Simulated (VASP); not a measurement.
Input of a VASP 6.6.1 run:

Contents of INCAR:

```
SYSTEM = HgTe
  ALGO = Normal
  EDIFF = 1E-7
  ENCUT = 520
  GGA = PE
  ISIF = 2
  ISMEAR = -1
  LASPH = .True.
  LCHARG = .True.
  LELF = .True.
  LREAL = .False.
  LVHAR = .True.
  LWAVE = .False.
  NBANDS = 16
  NELM = 60
  PREC = Accurate
  SIGMA = 0.02
```

Contents of KPOINTS:

```
k-points
0
Gamma
  6 6 6
  0 0 0
```

The input POSCAR:

```
HgTe
1.0
    0.0000000000      3.2562663074      3.3330735535
    3.2562663074      0.0000000000      3.3330735535
    3.2562663074      3.2562663074      0.0000000000
Hg Te
1 1
Direct
    0.0000000000      0.0000000000      0.0000000000
    0.2500000000      0.2500000000      0.2500000000
```

Potentials or basis: VASP PAW PBE potentials, release 64 (Hg, Te).

The run is started by

```console
$ cat potpaw_PBE.64/Hg/POTCAR potpaw_PBE.64/Te/POTCAR > POTCAR
$ mpirun -np 1 vasp_std > vasp.out
```

(1) Estimate the band gap on the k mesh.

(2) Estimate the pressure.

Results:

(1) zero (filled and empty bands touch).

(2) 1.6 GPa.

Caveat: the cell differs from its parent crystal (epitaxial xy strain -1.0%); semilocal functionals underestimate gaps, so a narrow gap can read as zero; spin-orbit coupling is left out, which moves the levels of the heavy elements.
